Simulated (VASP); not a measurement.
# BP2 (P-1) in VASP: relaxation of cell and atoms with PBE

Aim: the relaxation of cell and atoms of BP2 with PBE.

Program: VASP 6.6.1. These are calculated values, not measurements. Logs are shortened: lines on timing, memory, paths and dates and some standing lists are left out, and cuts for length are marked.

## (1) The cell of the first run

The typed cell holds 6 atoms: a = 3.303 Å, b = 4.947 Å, c = 5.493 Å, α = 75.16°, β = 89.29°, γ = 73.97°.

The cell was generated, and may not be a known phase.

## (2) Relaxation of cell and atoms, PBE

File INCAR:

```
SYSTEM = BP2
PREC = Accurate ; ENCUT = 600
EDIFF = 1E-6 ; ISMEAR = 0
SIGMA = 0.1 ; LREAL = .False.
LASPH = .True. ; NELM = 60
ALGO = Normal ; ISIF = 3
LWAVE = .False. ; LCHARG = .False.
GGA = PE ; IBRION = 2
NSW = 100 ; EDIFFG = -0.01
```

File KPOINTS:

```
Automatic mesh
0
Gamma
  10 8 6
  0 0 0
```

File POSCAR:

```
BP2
1.0
    3.3029477169      0.0000000000      0.0000000000
    1.3661293785      4.7541684685      0.0000000000
    0.0679969370      1.4440755723      5.2997078384
B P
2 4
Direct
    0.4802229846      0.0543363936      0.8358193585
    0.5197770154      0.9456636064      0.1641806415
    0.5093806532      0.4587002407      0.7059509576
    0.4906193468      0.5412997593      0.2940490424
    0.0495037152      0.9084076396      0.7064037870
    0.9504962848      0.0915923604      0.2935962130
```

Potentials or basis: VASP PAW PBE potentials, release 64 (B, P).

The run is started by

```bash
cat potpaw_PBE.64/B/POTCAR potpaw_PBE.64/P/POTCAR > POTCAR
mpirun -np 1 vasp_std > vasp.out
```

OUTCAR:

```text
SYSTEM = BP2
   PREC = Accurate
   ENCUT = 600
   EDIFF = 1E-6
   ISMEAR = 0
   LREAL = .False.
   LASPH = .True.
   NELM = 60
   ISIF = 3
   GGA = PE
   IBRION = 2
   NSW = 100
   EDIFFG = -0.01

 ion  position               nearest neighbor table
   1  0.480  0.054  0.836-   2 1.74   3 1.97   5 1.98   5 2.01
   2  0.520  0.946  0.164-   1 1.74   4 1.97   6 1.98   6 2.01
   3  0.509  0.459  0.706-   1 1.97   4 2.19   5 2.32   5 2.81
   4  0.491  0.541  0.294-   2 1.97   3 2.19   6 2.32   6 2.81
   5  0.050  0.908  0.706-   1 1.98   1 2.01   6 2.21   3 2.32   3 2.81
   6  0.950  0.092  0.294-   2 1.98   2 2.01   5 2.21   4 2.32   4 2.81

  LATTYP: Found a triclinic cell.
 ALAT       =     6.6635124934
 B/A-ratio  =     0.4956766751
 C/A-ratio  =     0.8243923611
 COS(alpha) =     0.0123780483
 COS(beta)  =     0.1962262483
 COS(gamma) =     0.7006930804

  Lattice vectors:

 A1 = (  -4.6690770954,  -4.7541684685,   0.0000000000)
 A2 = (  -3.3029477169,   0.0000000000,   0.0000000000)
 A3 = (  -0.0679969370,  -1.4440755723,  -5.2997078384)

Analysis of symmetry for initial positions (statically):
=====================================================================
 Subroutine PRICEL returns:
 Original cell was already a primitive cell.

 Routine SETGRP: Setting up the symmetry group for a
 triclinic supercell.

 Subroutine GETGRP returns: Found  2 space group operations
 (whereof  2 operations were pure point group operations)
 out of a pool of  2 trial point group operations.

The static configuration has the point symmetry S_2 .

Analysis of symmetry for dynamics (positions and initial velocities):
=====================================================================
 Subroutine PRICEL returns:
 Original cell was already a primitive cell.

 Routine SETGRP: Setting up the symmetry group for a
 triclinic supercell.

 Subroutine GETGRP returns: Found  2 space group operations
 (whereof  2 operations were pure point group operations)
 out of a pool of  2 trial point group operations.

The dynamic configuration has the point symmetry S_2 .

 Subroutine INISYM returns: Found  2 space group operations
 (whereof  2 operations are pure point group operations),
 and found     1 'primitive' translations

----------------------------------------------------------------------------------------

                                     Primitive cell

[... 122 lines left out ...]
   LORBIT       =      0    0 simple, 1 ext, 2 COOP (PROOUT), +10 PAW based schemes
   GGA     = PE    functional components
   LHFCALC =     F    Hartree Fock is set to
   AEXX    =    0.0000 exact exchange contribution
   IVDW    =     0    specifies the selected vdW correction
   LEPSILON=     F    determine dielectric tensor
   LRPA    =     F    only Hartree local field effects (RPA)
 conjugate gradient relaxation of ions
 non-spin polarized calculation
 Gauss-broadening in eV      SIGMA  =   0.10
  energy-cutoff  :      600.00
  volume of cell :       83.22
 maximum number of plane-waves:      2799
 NGX is ok and might be reduce to    28
   NGX = 13   NGY = 19   NGZ = 21

--------------------------------------- Ionic step        1  -------------------------------------------

 number of electron      25.9999999 magnetization

 Free energy of the ion-electron system (eV)
  ---------------------------------------------------
  ext. energy  EPLUGINS =         0.00000000
  ---------------------------------------------------
  free energy    TOTEN  =       -34.47077197 eV

  energy without entropy =      -34.46543530  energy(sigma->0) =      -34.46810364

------------------------ aborting loop because EDIFF is reached ----------------------------------------

  FORCE on cell =-STRESS in cart. coord.  units (eV):
  Direction    XX          YY          ZZ          XY          YZ          ZX
  --------------------------------------------------------------------------------------
  -------------------------------------------------------------------------------------
  Total       -0.4548510      0.9006938     -0.3465221     -0.1350628     -0.0246972     -0.0399785
  in kB       -8.7569224     17.3404171     -6.6713431     -2.6002680     -0.4754777     -0.7696783
  external PRESSURE =       0.6373839 kB  Pullay stress =       0.0000000 kB
[... 101 lines left out ...]
  FREE ENERGIE OF THE ION-ELECTRON SYSTEM (eV)
  ---------------------------------------------------
  free  energy   TOTEN  =       -34.4794470769 eV

  energy  without entropy=      -34.4737378009  energy(sigma->0) =      -34.47659244

[... ionic steps 4 to 12 ...]

--------------------------------------- Ionic step       13  -------------------------------------------

 number of electron      26.0000001 magnetization

------------------------ aborting loop because EDIFF is reached ----------------------------------------
[... 75 lines left out ...]
--------------------------------------- Ionic step       15  -------------------------------------------

 number of electron      26.0000000 magnetization

 Free energy of the ion-electron system (eV)
  ---------------------------------------------------
  ext. energy  EPLUGINS =         0.00000000
  ---------------------------------------------------
  free energy    TOTEN  =       -34.48197715 eV

  energy without entropy =      -34.47627340  energy(sigma->0) =      -34.47912528

 E-fermi :   7.3944     XC(G=0): -10.5873

 val. band max:        7.3821412700   @ k =   0.3000  -0.2500   0.3333
 cond. band min:       7.3959598065   @ k =   0.3000  -0.2500   0.1667
 fundamental gap:      0.0138185365
 Fermi energy:         7.3944340304

 k-point     1 :       0.0000    0.0000    0.0000
  band No.  band energies     occupation
      1      -8.5090      2.00000
      2      -4.9451      2.00000
      3      -3.7685      2.00000
      4      -1.9673      2.00000
      5      -1.4236      2.00000
      6      -0.5089      2.00000
[... 457 lines left out ...]
      4      -2.8831      2.00000
      5      -0.6565      2.00000
      6       0.5544      2.00000
[... 9 lines left out ...]
     16      10.6550      0.00000
     17      10.7389      0.00000

 [... further k-points ...]

------------------------ aborting loop because EDIFF is reached ----------------------------------------

  FORCE on cell =-STRESS in cart. coord.  units (eV):
  Direction    XX          YY          ZZ          XY          YZ          ZX
  --------------------------------------------------------------------------------------
  -------------------------------------------------------------------------------------
  Total       -0.0069494      0.0090585     -0.0050313      0.0028932     -0.0136173     -0.0061345
  in kB       -0.1331947      0.1736186     -0.0964316      0.0554518     -0.2609928     -0.1175753
  external PRESSURE =      -0.0186692 kB  Pullay stress =       0.0000000 kB
[... 21 lines left out ...]
  FREE ENERGIE OF THE ION-ELECTRON SYSTEM (eV)
  ---------------------------------------------------
  free  energy   TOTEN  =       -34.4819771527 eV

  energy  without entropy=      -34.4762734044  energy(sigma->0) =      -34.47912528

 reached required accuracy - stopping structural energy minimisation
```

OSZICAR:

```text
N       E                     dE             d eps       ncg     rms          rms(c)
DAV:   1     0.956351939112E+02    0.95635E+02   -0.12742E+04  8296   0.150E+03
DAV:   2    -0.301454765814E+02   -0.12578E+03   -0.12385E+03 10869   0.220E+02
DAV:   3    -0.362925856759E+02   -0.61471E+01   -0.60743E+01 11470   0.496E+01
[... 94 lines left out ...]
       N       E                     dE             d eps       ncg     rms          rms(c)
DAV:   1    -0.344819758913E+02   -0.29953E-04   -0.27250E-03  8303   0.352E-01    0.236E-02
DAV:   2    -0.344819794903E+02   -0.35990E-05   -0.10477E-04 12388   0.700E-02    0.939E-03
DAV:   3    -0.344819774773E+02    0.20130E-05   -0.44572E-06  9856   0.140E-02    0.507E-03
DAV:   4    -0.344819771527E+02    0.32454E-06   -0.13271E-06  5227   0.767E-03
  15 F= -.34481977E+02 E0= -.34479125E+02  d E =-.312553E-04
```

CONTCAR:

```text
BP2
   1.00000000000000
     3.2731748984092537   -0.0039796350616812    0.0018995293441311
     1.3482027854824576    4.8198422880433816    0.0053496262734009
     0.0687963567259602    1.4694495710503248    5.2983402410668825
  B               P
     2     4
Direct
     0.4834857024743675    0.0534654143171377    0.8354435993826728
     0.5165142975256326    0.9465345856828625    0.1645564006173274
     0.5078247728684798    0.4566659602189638    0.7043672268289149
     0.4921752271315202    0.5433340397810364    0.2956327731710852
     0.0487558856481461    0.9100711356367226    0.7056045488546058
     0.9512441143518539    0.0899288643632774    0.2943954511453943

  0.00000000E+00  0.00000000E+00  0.00000000E+00
  0.00000000E+00  0.00000000E+00  0.00000000E+00
  0.00000000E+00  0.00000000E+00  0.00000000E+00
  0.00000000E+00  0.00000000E+00  0.00000000E+00
  0.00000000E+00  0.00000000E+00  0.00000000E+00
  0.00000000E+00  0.00000000E+00  0.00000000E+00
```

It took 36 min on 1 thread of AMD EPYC 7R43 (Zen 3), shared host; peak memory 0.44 GiB.

Results:

```
Free energy                           : -34.4820 eV
Relaxed volume                        : 13.93 Å³/atom
Relaxed cell                          : a = 3.273 Å, b = 5.005 Å, c = 5.499 Å, α = 74.83°, β = 89.27°, γ = 74.44°
Space group after relaxing (to 0.1 Å) : P-1 (No. 2)
Energy gained by relaxing             : 1.9 meV/atom
Ionic steps                           : 15
Pressure after relaxing               : 0.0 GPa
Largest force after relaxing          : 0.008 eV/Å
Band gap on the k mesh                : zero (bands 13 and 14 overlap by 2.07 eV)
```

Forces in eV/Å, atoms in the order of the input:
```
B   -0.003 -0.007 -0.003
B    0.003  0.007  0.003
P    0.002 -0.001  0.001
P   -0.002  0.001 -0.001
P    0.000 -0.004  0.002
P    0.000  0.004 -0.002
```

The path:
```
step  energy change (eV)  largest force (eV/Å)  pressure (GPa)  volume (Å³)
   1              0.0000                0.1031            0.06        83.22
   2             -0.0078                0.0531            0.09        83.28
   3             -0.0087                0.0654            0.12        83.31
   4             -0.0101                0.0837           -0.08        83.47
   5             -0.0102                0.0635           -0.05        83.44
   6             -0.0109                0.0341            0.11        83.44
   7             -0.0109                0.0287            0.13        83.44
   8             -0.0111                0.0187           -0.02        83.59
   9             -0.0111                0.0198           -0.02        83.61
  10             -0.0111                0.0236           -0.07        83.64
  11             -0.0111                0.0209           -0.06        83.61
  12             -0.0111                0.0204           -0.05        83.61
  13             -0.0112                0.0113           -0.01        83.60
  14             -0.0112                0.0131            0.00        83.60
  15             -0.0112                0.0080            0.00        83.59
```

Final structure:
```
CELL_PARAMETERS angstrom
3.27317 -0.00398 0.00190
1.34820 4.81984 0.00535
0.06880 1.46945 5.29834
ATOMIC_POSITIONS crystal
B 0.48349 0.05347 0.83544
B 0.51651 0.94653 0.16456
P 0.50782 0.45667 0.70437
P 0.49218 0.54333 0.29563
P 0.04876 0.91007 0.70560
P 0.95124 0.08993 0.29440
```
